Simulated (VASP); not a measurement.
# Sc (Cmce) in VASP: single point with PBE

Aim: the single point of Sc with PBE.

Program: VASP 6.6.1. These are calculated values, not measurements. Logs are shortened: lines on timing, memory, paths and dates and some standing lists are left out, and cuts for length are marked.

## 1. The cell of the first run

The structure is orthorhombic, space group Cmce (No. 64). The conventional cell has a = 3.680 Å, b = 11.675 Å, c = 4.870 Å, α = 90.00°, β = 90.00°, γ = 90.00°. Sc (site symmetry m) has 3 Sc at 2.41 to 2.45 Å within 3.2 Å.

## 2. Single point, PBE

INCAR reads:

```
PREC = Accurate ; ENCUT = 520
EDIFF = 1E-7 ; ISMEAR = 0
SIGMA = 0.1 ; LREAL = F
LASPH = T ; NELM = 80
ALGO = Fast ; ISIF = 2
LWAVE = F ; LCHARG = F
GGA = PE ; NBANDS = 30
```

KPOINTS reads:

```
regular mesh
0
Gamma
  6 6 4
```

POSCAR reads:

```
Sc
1.0
    1.8401783019     -5.8374236165      0.0000000000
    1.8401783019      5.8374236165      0.0000000000
    0.0000000000      0.0000000000      4.8700791314
Sc
4
Direct
    0.0980000000      0.9020000000      0.9100000000
    0.5980000000      0.4020000000      0.5900000000
    0.9020000000      0.0980000000      0.0900000000
    0.4020000000      0.5980000000      0.4100000000
```

Potentials or basis: VASP PAW PBE potentials, release 64 (Sc_sv).

The run is started by

```bash
$ cat potpaw_PBE.64/Sc_sv/POTCAR > POTCAR
$ mpirun -np 1 vasp_std > vasp.out
```

OUTCAR:

```text
PREC = Accurate
   ENCUT = 520
   EDIFF = 1E-7
   ISMEAR = 0
   LREAL = F
   LASPH = T
   NELM = 80
   ISIF = 2
   GGA = PE

 ion  position               nearest neighbor table
   1  0.098  0.902  0.910-   2 2.41   2 2.41   3 2.45
   2  0.598  0.402  0.590-   1 2.41   1 2.41   4 2.45
   3  0.902  0.098  0.090-   4 2.41   4 2.41   1 2.45
   4  0.402  0.598  0.410-   3 2.41   3 2.41   2 2.45

  LATTYP: Found a base centered orthorhombic cell.
 ALAT       =     3.6803566038
 B/A-ratio  =     3.1722054382
 C/A-ratio  =     1.3232628399

  Lattice vectors:

 A1 = (   1.8401783019,  -5.8374236165,   0.0000000000)
 A2 = (   1.8401783019,   5.8374236165,   0.0000000000)
 A3 = (   0.0000000000,   0.0000000000,   4.8700791314)

Analysis of symmetry for initial positions (statically):
=====================================================================
 Subroutine PRICEL returns:
 Original cell was already a primitive cell.

 Routine SETGRP: Setting up the symmetry group for a
 base centered orthorhombic supercell.

 Subroutine GETGRP returns: Found  8 space group operations
 (whereof  4 operations were pure point group operations)
 out of a pool of  8 trial point group operations.

The static configuration has the point symmetry C_2h.
 The point group associated with its full space group is D_2h.

Analysis of symmetry for dynamics (positions and initial velocities):
=====================================================================
 Subroutine PRICEL returns:
 Original cell was already a primitive cell.

 Routine SETGRP: Setting up the symmetry group for a
 base centered orthorhombic supercell.

 Subroutine GETGRP returns: Found  8 space group operations
 (whereof  4 operations were pure point group operations)
 out of a pool of  8 trial point group operations.

The dynamic configuration has the point symmetry C_2h.
 The point group associated with its full space group is D_2h.

 Subroutine INISYM returns: Found  8 space group operations
 (whereof  4 operations are pure point group operations),
 and found     1 'primitive' translations

----------------------------------------------------------------------------------------

                                     Primitive cell

  volume of cell :     104.6278

  direct lattice vectors                    reciprocal lattice vectors
     1.840178302 -5.837423616  0.000000000     0.271712801 -0.085654226  0.000000000
     1.840178302  5.837423616  0.000000000     0.271712801  0.085654226  0.000000000
     0.000000000  0.000000000  4.870079131     0.000000000  0.000000000  0.205335473

  length of vectors
     6.120602149  6.120602149  4.870079131     0.284893827  0.284893827  0.205335473

  position of ions in fractional coordinates (direct lattice)
     0.098000000  0.902000000  0.910000000
     0.598000000  0.402000000  0.590000000
     0.902000000  0.098000000  0.090000000
     0.402000000  0.598000000  0.410000000

  ion indices of the primitive-cell ions
   primitive index   ion index
                 1           1
                 2           2
                 3           3
                 4           4

----------------------------------------------------------------------------------------

 KPOINTS: regular mesh

Automatic generation of k-mesh.
 Grid dimensions read from file:
 generate k-points for:    6    6    4

 Generating k-lattice:

  Cartesian coordinates                     Fractional coordinates (reciprocal lattice)
     0.045285467 -0.014275704  0.000000000     0.166666667  0.000000000  0.000000000
     0.045285467  0.014275704  0.000000000     0.000000000  0.166666667  0.000000000
     0.000000000  0.000000000  0.051333868     0.000000000  0.000000000  0.250000000

  Length of vectors
     0.047482304  0.047482304  0.051333868

  Shift w.r.t. Gamma in fractional coordinates (k-lattice)
     0.000000000  0.000000000  0.000000000

 Subroutine IBZKPT returns following result:
 ===========================================

 Found     39 irreducible k-points:

 Following reciprocal coordinates:
            Coordinates               Weight
  0.000000  0.000000  0.000000      1.000000
  0.166667 -0.000000  0.000000      4.000000
  0.333333  0.000000  0.000000      4.000000
  0.500000  0.000000  0.000000      2.000000
  0.166667  0.166667  0.000000      2.000000
  0.333333  0.166667  0.000000      4.000000
[... 16 lines left out ...]
  0.333333  0.333333  0.250000      4.000000
  0.500000  0.333333  0.250000      8.000000
 [... further k-points ...]
   k-points           NKPTS =     39   k-points in BZ     NKDIM =     39   number of bands    NBANDS=     30
   number of dos      NEDOS =    301   number of ions     NIONS =      4
   total plane-waves  NPLWV =  82944
   dimension x,y,z NGX =    48 NGY =   48 NGZ =   36
   dimension x,y,z NGXF=    96 NGYF=   96 NGZF=   72
   ions per type =               4
   NGX,Y,Z   is equivalent  to a cutoff of  13.04, 13.04, 12.29 a.u.
   NGXF,Y,Z  is equivalent  to a cutoff of  26.08, 26.08, 24.58 a.u.
 SYSTEM =  unknown system
   PREC   = accura    normal or accurate (medium, high low for compatibility)
   ISTART =      0    job   : 0-new  1-cont  2-samecut
   ICHARG =      2    charge: 1-file 2-atom 10-const
   ISPIN  =      1    spin polarized calculation?
   LNONCOLLINEAR =      F non collinear calculations
   LSORBIT =      F    spin-orbit coupling
   LASPH  =      T    aspherical Exc in radial PAW
   ENCUT  =  520.0 eV  38.22 Ry    6.18 a.u.  11.38 11.38  9.06*2*pi/ulx,y,z
   NELM   =     80;   NELMIN=  2; NELMDL= -5     # of ELM steps
   EDIFF  = 0.1E-06   stopping-criterion for ELM
   LREAL  =      F    real-space projection
   EDIFFG = 0.1E-05   stopping-criterion for IOM
   NSW    =      0    number of steps for IOM
   IBRION =     -1    ionic relax: 0-MD 1-quasi-New 2-CG
   NFREE  =      0    steps in history (QN), initial steepest desc. (CG)
   ISIF   =      2    stress and relaxation
   ISYM   =      2    0-nonsym 1-usesym 2-fastsym
   POTIM  = 0.5000    time-step for ionic-motion
   TEBEG  =    0.0;   TEEND  =   0.0 temperature during run
   PSTRESS=    0.0 pullay stress
   NELECT =      44.0000    total number of electrons
   NUPDOWN=      -1.0000    fix difference up-down
   EMIN   =  10.00;   EMAX   =-10.00  energy-range for DOS
   EFERMI =   0.00;   METHOD = LEGACY
   ISMEAR =     0;   SIGMA  =   0.10  broadening in eV -4-tet -1-fermi 0-gaus
   EFERMI_NEDOS =   21; number of points for ismear=-14 and -15
   IALGO  =     68    algorithm
   IMIX   =      4    mixing-type and parameters
     AMIX     =   0.40;   BMIX     =  1.00
     AMIX_MAG =   1.60;   BMIX_MAG =  1.00
  volume/ion in A,a.u.               =      26.16       176.52
  Fermi-wavevector in a.u.,A,eV,Ry     =   1.226526  2.317798 20.468135  1.504365
  Thomas-Fermi vector in A             =   2.361523
   LORBIT       =      0    0 simple, 1 ext, 2 COOP (PROOUT), +10 PAW based schemes
   GGA     = PE    functional components
   LHFCALC =     F    Hartree Fock is set to
   AEXX    =    0.0000 exact exchange contribution
   IVDW    =     0    specifies the selected vdW correction
   LEPSILON=     F    determine dielectric tensor
   LRPA    =     F    only Hartree local field effects (RPA)
 non-spin polarized calculation
 RMM-DIIS sequential band-by-band and
 Gauss-broadening in eV      SIGMA  =   0.10
  energy-cutoff  :      520.00
  volume of cell :      104.63
 maximum number of plane-waves:      2838
 NGX is ok and might be reduce to    48
   NGX = 23   NGY = 23   NGZ = 19

 number of electron      43.9999996 magnetization

 Free energy of the ion-electron system (eV)
  ---------------------------------------------------
  ext. energy  EPLUGINS =         0.00000000
  ---------------------------------------------------
  free energy    TOTEN  =       -18.63460926 eV

  energy without entropy =      -18.60746329  energy(sigma->0) =      -18.62103628

 E-fermi :   3.0605     XC(G=0):  -9.3476

 val. band max:        3.0451128382   @ k =  -0.3333   0.3333   0.0000
 cond. band min:       3.0610165728   @ k =   0.5000   0.3333   0.2500
 fundamental gap:      0.0159037346
 Fermi energy:         3.0605157957

 k-point     1 :       0.0000    0.0000    0.0000
  band No.  band energies     occupation
      1     -46.6233      2.00000
      2     -46.4070      2.00000
      3     -46.1103      2.00000
      4     -45.8923      2.00000
      5     -25.7958      2.00000
      6     -25.7469      2.00000
[... 22 lines left out ...]
     29       4.8273      0.00000
     30       5.1354      0.00000

 k-point     2 :       0.1667   -0.0000    0.0000
  band No.  band energies     occupation
      1     -46.5886      2.00000
      2     -46.3725      2.00000
      3     -46.1442      2.00000
      4     -45.9267      2.00000
      5     -25.7892      2.00000
      6     -25.7875      2.00000
[... 22 lines left out ...]
     29       4.5154      0.00000
     30       5.0785      0.00000

 k-point     3 :       0.3333    0.0000    0.0000
  band No.  band energies     occupation
      1     -46.4940      2.00000
      2     -46.2783      2.00000
      3     -46.2374      2.00000
      4     -46.0209      2.00000
      5     -25.8413      2.00000
      6     -25.7895      2.00000
[... 22 lines left out ...]
     29       4.4700      0.00000
     30       4.8499      0.00000

 k-point     4 :       0.5000    0.0000    0.0000
  band No.  band energies     occupation
      1     -46.3654      2.00000
      2     -46.3654      2.00000
      3     -46.1496      2.00000
      4     -46.1496      2.00000
      5     -25.8295      2.00000
      6     -25.8295      2.00000
[... 616 lines left out ...]
     29       4.3721      0.00000
     30       4.6634      0.00000

 k-point    23 :       0.3333    0.3333    0.2500
  band No.  band energies     occupation
      1     -46.4753      2.00000
      2     -46.3494      2.00000
      3     -46.1665      2.00000
      4     -46.0393      2.00000
      5     -25.8384      2.00000
      6     -25.7722      2.00000
[... 22 lines left out ...]
     29       4.4008      0.00000
     30       4.9533      0.00000

 k-point    24 :       0.5000    0.3333    0.2500
  band No.  band energies     occupation
      1     -46.5651      2.00000
      2     -46.4219      2.00000
      3     -46.0951      2.00000
      4     -45.9501      2.00000
      5     -25.7773      2.00000
      6     -25.7458      2.00000
[... 22 lines left out ...]
     29       4.4447      0.00000
     30       5.2542      0.00000

 [... further k-points ...]
[... 5 lines left out ...]
  --------------------------------------------------------------------------------------
  -------------------------------------------------------------------------------------
  Total        2.3841069     -1.2488831     -0.1886318      0.0000000      0.0000000      0.0000000
  in kB       36.5080961    -19.1242861     -2.8885391      0.0000000      0.0000000      0.0000000
  external PRESSURE =       4.8317570 kB  Pullay stress =       0.0000000 kB

 VOLUME and BASIS-vectors are now :
 -----------------------------------------------------------------------------
  energy-cutoff  :      520.00
  volume of cell :      104.63
      direct lattice vectors                 reciprocal lattice vectors
     1.840178302 -5.837423616  0.000000000     0.271712801 -0.085654226  0.000000000
     1.840178302  5.837423616  0.000000000     0.271712801  0.085654226  0.000000000
     0.000000000  0.000000000  4.870079131     0.000000000  0.000000000  0.205335473

 POSITION                                       TOTAL-FORCE (eV/Angst)
 -----------------------------------------------------------------------------------
      1.84018      4.69329      4.43177         0.000000     -1.445192      2.052529
      1.84018     -1.14414      2.87335         0.000000     -1.445192     -2.052529
      1.84018     -4.69329      0.43831         0.000000      1.445192     -2.052529
      1.84018      1.14414      1.99673         0.000000      1.445192      2.052529
 -----------------------------------------------------------------------------------
    total drift:                                0.000000      0.000000      0.000000

  FREE ENERGIE OF THE ION-ELECTRON SYSTEM (eV)
  ---------------------------------------------------
  free  energy   TOTEN  =       -18.6346092630 eV

  energy  without entropy=      -18.6074632901  energy(sigma->0) =      -18.62103628
```

It took 3 min on 1 thread of AMD EPYC 9R45 (Zen 5), shared host; peak memory 0.29 GiB.

What came out:

```yaml
Free_energy: -18.6346 eV
Pressure: 0.5 GPa
Largest_force: 2.510 eV/Å
Band_gap_on_the_k_mesh: zero (bands 22 and 23 overlap by 0.39 eV)
```

Forces on the atoms (eV/Å):
```
Sc   0.000 -1.445  2.053
Sc   0.000 -1.445 -2.053
Sc   0.000  1.445 -2.053
Sc   0.000  1.445  2.053
```

Caveat: the stress differs along the axes, from -2 to 4 GPa; forces of over 1 eV/Å act on the atoms, so gaps and moduli don't describe the material at rest.
